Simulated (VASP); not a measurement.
# Eu (Im-3m) in VASP: further runs, part 2 of 3

VASP 6.6.1. The steps go on from the part before.

## 4. Single point, LDA, collinear spin, ferromagnetic start

INCAR reads:

```
SYSTEM = Eu
  PREC = Accurate
  ENCUT = 520
  EDIFF = 1E-6
  ISMEAR = 1
  SIGMA = 0.1
  LREAL = .FALSE.
  LASPH = .TRUE.
  NELM = 150
  ALGO = Normal
  ISIF = 2
  LWAVE = .FALSE.
  LCHARG = .TRUE.
  ISPIN = 2
  MAGMOM = 6.925
  LORBIT = 11
  LMAXMIX = 6
  GGA = CA
  LELF = .TRUE.
  LVHAR = .TRUE.
  NBANDS = 18
```

KPOINTS reads:

```
regular mesh
0
G
  11 11 11
  0 0 0
```

POSCAR reads:

```
Eu
1.0
   -2.0544259245      2.0544259245      2.0544259245
    2.0544259245     -2.0544259245      2.0544259245
    2.0544259245      2.0544259245     -2.0544259245
Eu
1
Direct
    0.0000000000      0.0000000000      0.0000000000
```

Potentials or basis: VASP PAW PBE potentials, release 64 (Eu).

Started as:

```console
$ cat potpaw_PBE.64/Eu/POTCAR > POTCAR
$ mpirun -np 1 vasp_std > vasp.out
```

OUTCAR:

```text
SYSTEM = Eu
   PREC = Accurate
   ENCUT = 520
   EDIFF = 1E-6
   ISMEAR = 1
   LREAL = .FALSE.
   LASPH = .TRUE.
   NELM = 150
   ISIF = 2
   ISPIN = 2
   LORBIT = 11
   GGA = CA

 ion  position               nearest neighbor table
   1  0.000  0.000  0.000-

  LATTYP: Found a body centered cubic cell.
 ALAT       =     4.1088518490

  Lattice vectors:

 A1 = (  -2.0544259245,   2.0544259245,   2.0544259245)
 A2 = (   2.0544259245,  -2.0544259245,   2.0544259245)
 A3 = (   2.0544259245,   2.0544259245,  -2.0544259245)

Analysis of symmetry for initial positions (statically):
=====================================================================
 Subroutine PRICEL returns:
 Original cell was already a primitive cell.

 Routine SETGRP: Setting up the symmetry group for a
 body centered cubic supercell.

 Subroutine GETGRP returns: Found 48 space group operations
 (whereof 48 operations were pure point group operations)
 out of a pool of 48 trial point group operations.

The static configuration has the point symmetry O_h .

Analysis of symmetry for dynamics (positions and initial velocities):
=====================================================================
 Subroutine PRICEL returns:
 Original cell was already a primitive cell.

 Routine SETGRP: Setting up the symmetry group for a
 body centered cubic supercell.

 Subroutine GETGRP returns: Found 48 space group operations
 (whereof 48 operations were pure point group operations)
 out of a pool of 48 trial point group operations.

The dynamic configuration has the point symmetry O_h .

Analysis of structural, dynamic, and magnetic symmetry:
=====================================================================
 Subroutine PRICEL returns:
 Original cell was already a primitive cell.

 Routine SETGRP: Setting up the symmetry group for a
 body centered cubic supercell.

 Subroutine GETGRP returns: Found 48 space group operations
 (whereof 48 operations were pure point group operations)
 out of a pool of 48 trial point group operations.

The overall configuration has the point symmetry O_h .

 Subroutine INISYM returns: Found 48 space group operations
 (whereof 48 operations are pure point group operations),
 and found     1 'primitive' translations

----------------------------------------------------------------------------------------

                                     Primitive cell

  volume of cell :      34.6842

  direct lattice vectors                    reciprocal lattice vectors
    -2.054425924  2.054425924  2.054425924     0.000000000  0.243376991  0.243376991
     2.054425924 -2.054425924  2.054425924     0.243376991  0.000000000  0.243376991
     2.054425924  2.054425924 -2.054425924     0.243376991  0.243376991  0.000000000

  length of vectors
     3.558370082  3.558370082  3.558370082     0.344187042  0.344187042  0.344187042

  position of ions in fractional coordinates (direct lattice)
     0.000000000  0.000000000  0.000000000

  ion indices of the primitive-cell ions
   primitive index   ion index
                 1           1

----------------------------------------------------------------------------------------

 KPOINTS: regular mesh

[... 47 lines left out ...]
  0.363636  0.181818  0.090909     24.000000
 [... further k-points ...]
   k-points           NKPTS =     56   k-points in BZ     NKDIM =     56   number of bands    NBANDS=     18
   number of dos      NEDOS =    301   number of ions     NIONS =      1
   total plane-waves  NPLWV =  21952
   dimension x,y,z NGX =    28 NGY =   28 NGZ =   28
   dimension x,y,z NGXF=    56 NGYF=   56 NGZF=   56
   ions per type =               1
   NGX,Y,Z   is equivalent  to a cutoff of  13.08, 13.08, 13.08 a.u.
   NGXF,Y,Z  is equivalent  to a cutoff of  26.16, 26.16, 26.16 a.u.
 SYSTEM =  Eu
   PREC   = accura    normal or accurate (medium, high low for compatibility)
   ISTART =      0    job   : 0-new  1-cont  2-samecut
   ICHARG =      2    charge: 1-file 2-atom 10-const
   ISPIN  =      2    spin polarized calculation?
   LNONCOLLINEAR =      F non collinear calculations
   LSORBIT =      F    spin-orbit coupling
   LASPH  =      T    aspherical Exc in radial PAW
   ENCUT  =  520.0 eV  38.22 Ry    6.18 a.u.   6.62  6.62  6.62*2*pi/ulx,y,z
   NELM   =    150;   NELMIN=  2; NELMDL= -5     # of ELM steps
   EDIFF  = 0.1E-05   stopping-criterion for ELM
   LREAL  =      F    real-space projection
   EDIFFG = 0.1E-04   stopping-criterion for IOM
   NSW    =      0    number of steps for IOM
   IBRION =     -1    ionic relax: 0-MD 1-quasi-New 2-CG
   NFREE  =      0    steps in history (QN), initial steepest desc. (CG)
   ISIF   =      2    stress and relaxation
   ISYM   =      2    0-nonsym 1-usesym 2-fastsym
   POTIM  = 0.5000    time-step for ionic-motion
   TEBEG  =    0.0;   TEEND  =   0.0 temperature during run
   PSTRESS=    0.0 pullay stress
   NELECT =      17.0000    total number of electrons
   NUPDOWN=      -1.0000    fix difference up-down
   EMIN   =  10.00;   EMAX   =-10.00  energy-range for DOS
   EFERMI =   0.00;   METHOD = LEGACY
   ISMEAR =     1;   SIGMA  =   0.10  broadening in eV -4-tet -1-fermi 0-gaus
   EFERMI_NEDOS =   21; number of points for ismear=-14 and -15
   IALGO  =     38    algorithm
   IMIX   =      4    mixing-type and parameters
     AMIX     =   0.40;   BMIX     =  1.00
     AMIX_MAG =   1.60;   BMIX_MAG =  1.00
  volume/ion in A,a.u.               =      34.68       234.06
  Fermi-wavevector in a.u.,A,eV,Ry     =   1.290765  2.439193 22.668331  1.666075
  Thomas-Fermi vector in A             =   2.422577
   LORBIT       =     11    0 simple, 1 ext, 2 COOP (PROOUT), +10 PAW based schemes
   GGA     = CA    functional components
   LHFCALC =     F    Hartree Fock is set to
   AEXX    =    0.0000 exact exchange contribution
   IVDW    =     0    specifies the selected vdW correction
   LEPSILON=     F    determine dielectric tensor
   LRPA    =     F    only Hartree local field effects (RPA)
 spin polarized calculation
 Methfessel and Paxton  Order N= 1 SIGMA  =   0.10
  energy-cutoff  :      520.00
  volume of cell :       34.68
 maximum number of plane-waves:       959
   NGX = 13   NGY = 13   NGZ = 13

 number of electron      17.0000002 magnetization       7.1098124

 Free energy of the ion-electron system (eV)
  ---------------------------------------------------
  ext. energy  EPLUGINS =         0.00000000
  ---------------------------------------------------
  free energy    TOTEN  =       -11.40555492 eV

  energy without entropy =      -11.40638115  energy(sigma->0) =      -11.40583033

 E-fermi :   2.4940     XC(G=0):  -9.9434

 val. band max:        2.4927420185   @ k =  -0.3636  -0.4545   0.0909
 cond. band min:       2.4992870920   @ k =  -0.3636   0.4545   0.2727
 fundamental gap:      0.0065450736
 Fermi energy:         2.4939585635

 spin component 1

 k-point     1 :       0.0000    0.0000    0.0000
  band No.  band energies     occupation
      1     -38.6612      1.00000
      2     -17.1556      1.00000
      3     -17.1556      1.00000
      4     -17.1556      1.00000
      5      -1.9207      1.00000
      6       1.9908      1.00000
[... 493 lines left out ...]
     17       9.5820      0.00000
     18      10.7800      0.00000

 [... further k-points ...]

 spin component 2

 k-point     1 :       0.0000    0.0000    0.0000
  band No.  band energies     occupation
      1     -35.8718      1.00000
      2     -14.9821      1.00000
      3     -14.9821      1.00000
      4     -14.9821      1.00000
      5      -1.2564      1.00000
      6       5.4400      0.00000
[... 493 lines left out ...]
     17      10.7986      0.00000
     18      12.0712      0.00000

 [... further k-points ...]
[... 5 lines left out ...]
  --------------------------------------------------------------------------------------
  -------------------------------------------------------------------------------------
  Total       -0.0652233     -0.0652233     -0.0652233     -0.0000000     -0.0000000     -0.0000000
  in kB       -3.0128812     -3.0128812     -3.0128812     -0.0000000     -0.0000000     -0.0000000
  external PRESSURE =      -3.0128812 kB  Pullay stress =       0.0000000 kB

 VOLUME and BASIS-vectors are now :
 -----------------------------------------------------------------------------
  energy-cutoff  :      520.00
  volume of cell :       34.68
      direct lattice vectors                 reciprocal lattice vectors
    -2.054425924  2.054425924  2.054425924     0.000000000  0.243376991  0.243376991
     2.054425924 -2.054425924  2.054425924     0.243376991  0.000000000  0.243376991
     2.054425924  2.054425924 -2.054425924     0.243376991  0.243376991  0.000000000

 POSITION                                       TOTAL-FORCE (eV/Angst)
 -----------------------------------------------------------------------------------
      0.00000      0.00000      0.00000         0.000000      0.000000      0.000000
 -----------------------------------------------------------------------------------
    total drift:                               -0.000000     -0.000000     -0.000000

  FREE ENERGIE OF THE ION-ELECTRON SYSTEM (eV)
  ---------------------------------------------------
  free  energy   TOTEN  =       -11.4055549181 eV

  energy  without entropy=      -11.4063811497  energy(sigma->0) =      -11.40583033

 total charge

# of ion       s       p       d       f       tot
--------------------------------------------------
    1        2.094   5.640   0.399   6.586  14.719

 magnetization (x)

# of ion       s       p       d       f       tot
--------------------------------------------------
    1        0.002  -0.070   0.124   6.578   6.634
```

OSZICAR:

```text
N       E                     dE             d eps       ncg     rms          rms(c)
DAV:   1     0.978341536717E+02    0.97834E+02   -0.63366E+03  4970   0.417E+03
DAV:   2     0.558046500812E+01   -0.92254E+02   -0.81725E+02  5044   0.283E+02
DAV:   3    -0.766087045997E+01   -0.13241E+02   -0.12913E+02  5998   0.984E+01
DAV:   4    -0.918755320617E+01   -0.15267E+01   -0.15138E+01  7852   0.246E+01
DAV:   5    -0.926067342411E+01   -0.73120E-01   -0.72994E-01  6838   0.635E+00    0.294E+01
DAV:   6    -0.121355521371E+02   -0.28749E+01   -0.22823E+00  5568   0.280E+01    0.176E+01
DAV:   7    -0.115344319706E+02    0.60112E+00   -0.21853E+00  5392   0.302E+01    0.142E+01
DAV:   8    -0.114162761734E+02    0.11816E+00   -0.65310E-01  5100   0.173E+01    0.594E+00
DAV:   9    -0.114378449190E+02   -0.21569E-01   -0.18701E-01  6498   0.881E+00    0.502E+00
DAV:  10    -0.114177130391E+02    0.20132E-01   -0.15913E-02  7318   0.141E+00    0.270E+00
DAV:  11    -0.114086462252E+02    0.90668E-02   -0.10412E-02  5464   0.203E+00    0.127E+00
DAV:  12    -0.114061978076E+02    0.24484E-02   -0.37958E-03  7242   0.113E+00    0.557E-01
DAV:  13    -0.114055319352E+02    0.66587E-03   -0.26033E-03  5258   0.107E+00    0.202E-01
DAV:  14    -0.114055593707E+02   -0.27435E-04   -0.26289E-04  6834   0.105E-01    0.135E-01
DAV:  15    -0.114055642290E+02   -0.48584E-05   -0.21775E-05  7068   0.386E-02    0.893E-02
DAV:  16    -0.114055553745E+02    0.88546E-05   -0.14939E-05  5318   0.826E-02    0.326E-02
DAV:  17    -0.114055549181E+02    0.45633E-06   -0.18032E-06  4268   0.284E-02
   1 F= -.11405555E+02 E0= -.11405830E+02  d E =0.826232E-03  mag=     7.1088
```

stdout:

```text
POSCAR found type information on POSCAR Eu
 POSCAR found :  1 types and       1 ions
 scaLAPACK will be used
 -----------------------------------------------------------------------------
|                                                                             |
|                                                                             |
|     You enforced a specific xc type in the INCAR file but a different       |
|     I HOPE YOU KNOW WHAT YOU ARE DOING!                                     |
|                                                                             |
 -----------------------------------------------------------------------------

 LDA part: xc-table for (Slater(with rela. corr.)+CA(PZ))
 , standard interpolation
 POSCAR, INCAR and KPOINTS ok, starting setup
 FFT: planning ... GRIDC
 FFT: planning ... GRID_SOFT
 FFT: planning ... GRID
 WAVECAR not read
 entering main loop
```

Run time: 54 s. Hardware: 1 thread of Intel Xeon Platinum 8488C (Sapphire Rapids), shared host; peak memory 0.2 GiB.

What came out:

| Quantity | Value |
| --- | --- |
| Free energy | -11.4056 eV |
| Pressure | -0.3 GPa |
| Net moment | 7.11 μB per cell |
| Site moments | Eu +6.63 μB |
| Valence electrons inside the program's atomic spheres | Eu 14.72 |

Levels at points of the mesh, in eV from the Fermi level:
Spin up:
```tsv
k point	band 10	band 11	band 12	band 13	band 14	band 15
(0.00, 0.00, 0.00)	-0.24	-0.24	-0.18	1.99	1.99	1.99
```
Spin down:
```tsv
k point	band 1	band 2	band 3	band 4	band 5	band 6	band 7	band 8	band 9	band 10
(0.00, 0.00, 0.00)	-38.37	-17.48	-17.48	-17.48	-3.75	2.95	2.95	2.95	3.57	3.57
```

Caveat: the PAW data sets were made with another functional, which shifts forces and pressure a little; spin-orbit coupling is left out, which moves the levels of the heavy elements. The state reached can hang on the start; a lower one may exist.

(Continued in part 3 of 3.)
